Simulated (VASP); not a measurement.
# VSe (Pm-3m) in VASP: further runs, part 2 of 2

VASP 6.6.1. The steps go on from the part before.

## (4) Single point, LDA+U, collinear spin

Contents of INCAR:

```
SYSTEM = VSe
  PREC = Accurate
  ENCUT = 500
  EDIFF = 1E-6
  ISMEAR = 0
  SIGMA = 0.05
  LREAL = .FALSE.
  LASPH = .TRUE.
  NELM = 200
  ALGO = Normal
  ISIF = 2
  LWAVE = .FALSE.
  LCHARG = .FALSE.
  ISPIN = 2
  MAGMOM = 3.1 -0.19
  LORBIT = 11
  NUPDOWN = 3.0
  LMAXMIX = 4
  LDAU = .TRUE.
  LDAUTYPE = 2
  LDAUL = 2 -1
  LDAUU = 5 0
  LDAUJ = 0 0
  LDAUPRINT = 1
  GGA = CA
  NBANDS = 20
  GGA_COMPAT = .FALSE.
```

Contents of KPOINTS:

```
Automatic mesh
0
G
  6 6 6
  0 0 0
```

Contents of POSCAR:

```
VSe
1.0
    3.3195141700      0.0000000000      0.0000000000
    0.0000000000      3.3195141700      0.0000000000
    0.0000000000      0.0000000000      3.3195141700
V Se
1 1
Direct
    0.0000000000      0.0000000000      0.0000000000
    0.5000000000      0.5000000000      0.5000000000
```

Potentials or basis: VASP PAW LDA potentials, release 64 (V_sv, Se).

On the command line:

```console
> cat potpaw_LDA.64/V_sv/POTCAR potpaw_LDA.64/Se/POTCAR > POTCAR
> mpirun -np 1 vasp_std > vasp.out
```

OUTCAR:

```text
SYSTEM = VSe
   PREC = Accurate
   ENCUT = 500
   EDIFF = 1E-6
   ISMEAR = 0
   LREAL = .FALSE.
   LASPH = .TRUE.
   NELM = 200
   ISIF = 2
   ISPIN = 2
   LORBIT = 11
   NUPDOWN = 3.0
   GGA = CA

 ion  position               nearest neighbor table
   1  0.000  0.000  0.000-
   2  0.500  0.500  0.500-

  LATTYP: Found a simple cubic cell.
 ALAT       =     3.3195141700

  Lattice vectors:

 A1 = (   3.3195141700,   0.0000000000,   0.0000000000)
 A2 = (   0.0000000000,   3.3195141700,   0.0000000000)
 A3 = (   0.0000000000,   0.0000000000,   3.3195141700)

Analysis of symmetry for initial positions (statically):
=====================================================================
 Subroutine PRICEL returns:
 Original cell was already a primitive cell.

 Routine SETGRP: Setting up the symmetry group for a
 simple cubic supercell.

 Subroutine GETGRP returns: Found 48 space group operations
 (whereof 48 operations were pure point group operations)
 out of a pool of 48 trial point group operations.

[... 685 lines left out ...]
      4     -28.8647      1.00000
      5      -7.7330      1.00000
      6       5.8153      1.00000
[... 449 lines left out ...]
     19      27.3653      0.00000
     20      27.3653      0.00000

------------------------ aborting loop because EDIFF is reached ----------------------------------------

  FORCE on cell =-STRESS in cart. coord.  units (eV):
  Direction    XX          YY          ZZ          XY          YZ          ZX
  --------------------------------------------------------------------------------------
  -------------------------------------------------------------------------------------
  Total       -1.4086665     -1.4086665     -1.4086665      0.0000000      0.0000000     -0.0000000
  in kB      -61.7014245    -61.7014245    -61.7014245      0.0000000      0.0000000     -0.0000000
  external PRESSURE =     -61.7014245 kB  Pullay stress =       0.0000000 kB

 VOLUME and BASIS-vectors are now :
 -----------------------------------------------------------------------------
  energy-cutoff  :      500.00
  volume of cell :       36.58
      direct lattice vectors                 reciprocal lattice vectors
     3.319514170  0.000000000  0.000000000     0.301248902  0.000000000  0.000000000
     0.000000000  3.319514170  0.000000000     0.000000000  0.301248902  0.000000000
     0.000000000  0.000000000  3.319514170     0.000000000  0.000000000  0.301248902

 POSITION                                       TOTAL-FORCE (eV/Angst)
 -----------------------------------------------------------------------------------
      0.00000      0.00000      0.00000         0.000000      0.000000      0.000000
      1.65976      1.65976      1.65976         0.000000      0.000000      0.000000
 -----------------------------------------------------------------------------------
    total drift:                                0.000000      0.000000      0.000000

  FREE ENERGIE OF THE ION-ELECTRON SYSTEM (eV)
  ---------------------------------------------------
  free  energy   TOTEN  =       -10.4597242680 eV

  energy  without entropy=      -10.4584189225  energy(sigma->0) =      -10.45907160

 total charge

# of ion       s       p       d       tot
------------------------------------------
    1        2.165   6.091   3.063  11.320
    2        1.493   2.286   0.052   3.831
--------------------------------------------------
tot          3.658   8.377   3.115  15.151

 magnetization (x)

# of ion       s       p       d       tot
------------------------------------------
    1        0.043   0.036   2.776   2.855
    2        0.015  -0.333   0.031  -0.287
--------------------------------------------------
tot          0.058  -0.297   2.807   2.568
```

OSZICAR:

```text
N       E                     dE             d eps       ncg     rms          rms(c)
DAV:   1     0.154325039148E+03    0.15433E+03   -0.88328E+03  1600   0.900E+02
DAV:   2    -0.474431002136E+01   -0.15907E+03   -0.15280E+03  1700   0.279E+02
DAV:   3    -0.105352072659E+02   -0.57909E+01   -0.57193E+01  1852   0.545E+01
DAV:   4    -0.105767381474E+02   -0.41531E-01   -0.41521E-01  1712   0.488E+00
DAV:   5    -0.105769784008E+02   -0.24025E-03   -0.24025E-03  1852   0.421E-01    0.122E+01
DAV:   6    -0.104830007644E+02    0.93978E-01   -0.99120E+00  1748   0.226E+01    0.110E+01
DAV:   7    -0.103607648628E+02    0.12224E+00   -0.97046E-01  1696   0.111E+01    0.244E+00
DAV:   8    -0.103815264294E+02   -0.20762E-01   -0.22806E-01  1728   0.307E+00    0.168E+00
DAV:   9    -0.104120764691E+02   -0.30550E-01   -0.19807E-01  1744   0.125E+00    0.824E-01
DAV:  10    -0.104327074929E+02   -0.20631E-01   -0.29281E-02  1704   0.542E-01    0.522E-01
DAV:  11    -0.104523535376E+02   -0.19646E-01   -0.45798E-02  1712   0.467E-01    0.307E-01
DAV:  12    -0.104596588640E+02   -0.73053E-02   -0.45334E-02  1692   0.457E-01    0.888E-02
DAV:  13    -0.104597219620E+02   -0.63098E-04   -0.42090E-04  1760   0.108E-01    0.406E-02
DAV:  14    -0.104597219475E+02    0.14496E-07   -0.16178E-05  1852   0.298E-02    0.220E-02
DAV:  15    -0.104597243723E+02   -0.24249E-05   -0.84061E-06  1580   0.127E-02    0.744E-03
DAV:  16    -0.104597242680E+02    0.10430E-06   -0.12947E-06   924   0.605E-03
   1 F= -.10459724E+02 E0= -.10459072E+02  d E =-.130535E-02  mag=     3.0000
```

stdout:

```text
POSCAR found type information on POSCAR V Se
 POSCAR found :  2 types and       2 ions
 scaLAPACK will be used
 LDA part: xc-table for (Slater(with rela. corr.)+CA(PZ))
 , standard interpolation
 POSCAR, INCAR and KPOINTS ok, starting setup
 FFT: planning ... GRIDC
 FFT: planning ... GRID_SOFT
 FFT: planning ... GRID
 WAVECAR not read
 entering main loop
```

It took 9.9 s on 1 thread of Intel Xeon Platinum 8488C (Sapphire Rapids), shared host; peak memory 0.14 GiB.

What came out:

```yaml
Free_energy: -10.4597 eV
Pressure: -6.2 GPa
Net_moment: 3.00 μB per cell
Site_moments: V +2.85; Se -0.29 μB
Valence_electrons_inside_the_program's_atomic_spheres: V 11.32; Se 3.83
```

Eigenvalues of the final occupation matrices:
| site | spin | trace | eigenvalues |
| --- | --- | --- | --- |
| site 1 d | 1 | 2.94 | 0.36 0.36 0.74 0.74 0.74 |
| site 1 d | 2 | 0.15 | 0.01 0.01 0.04 0.04 0.04 |

Caveat: the cell stands under tension; the total moment is fixed, so each spin has its own Fermi level and the state may be an excited one.

## (5) Summary

| spin | fixed moment (μB) | pressure (GPa) | moment (μB) |
| --- | --- | --- | --- |
| collinear, ferromagnetic start | 1.5 | -7.2 | 1.50 |
| collinear, ferrimagnetic start | - | -6.0 | 2.97 |
| collinear | 3.0 | -6.2 | 3.00 |

Alike in all rows: task single point; level LDA+U; potentials or basis VASP PAW LDA potentials, release 64 (V_sv, Se); V d U = 5.0 eV; cell as given; k mesh 6 × 6 × 6; cutoff (eV) 500; smearing gaussian 0.05 eV.

Caveats: the cell stands under tension; the total moment is fixed, so each spin has its own Fermi level and the state may be an excited one (at least some runs).

Total energies depend on the potentials used, so only differences within one code and one set of settings carry meaning.
